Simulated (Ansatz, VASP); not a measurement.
**Hf: VASP beside Ansatz**

```
CELL_PARAMETERS angstrom
-1.76261 1.76261 1.76261
1.76261 -1.76261 1.76261
1.76261 1.76261 -1.76261
ATOMIC_POSITIONS crystal
Hf 0.00000 0.00000 0.00000
```

Alike in both runs: task single point; functional PBEsol; k mesh 16 × 16 × 16; occupations gaussian, width 0.1 eV; no spin polarisation.

|  | VASP | Ansatz |
| --- | --- | --- |
| version | VASP 6.6.1 | Ansatz 0.2.0 |
| potentials or method | VASP PAW PBE potentials, release 64 (Hf_pv), cutoff 520 eV | scalar-relativistic, plane waves, PAW |
| valence electrons in the cell | 10 | 26 |

VASP gave:

| Quantity | Value |
| --- | --- |
| gap on the k mesh at the Fermi level (eV) | none |
| pressure (GPa) | -3.3 |

Question: Estimate Ansatz's values.

Answer: gap on the k mesh at the Fermi level (eV): none; pressure (GPa): -3.0.

VASP's potentials were made for PBE, not for PBEsol. A gap of «none» marks a metal or a gap that the smearing closes. VASP's potentials hold 10 valence electrons a cell and Ansatz's 26, so a difference there can come from the potentials and not from the codes.

Spin-orbit coupling is off throughout.
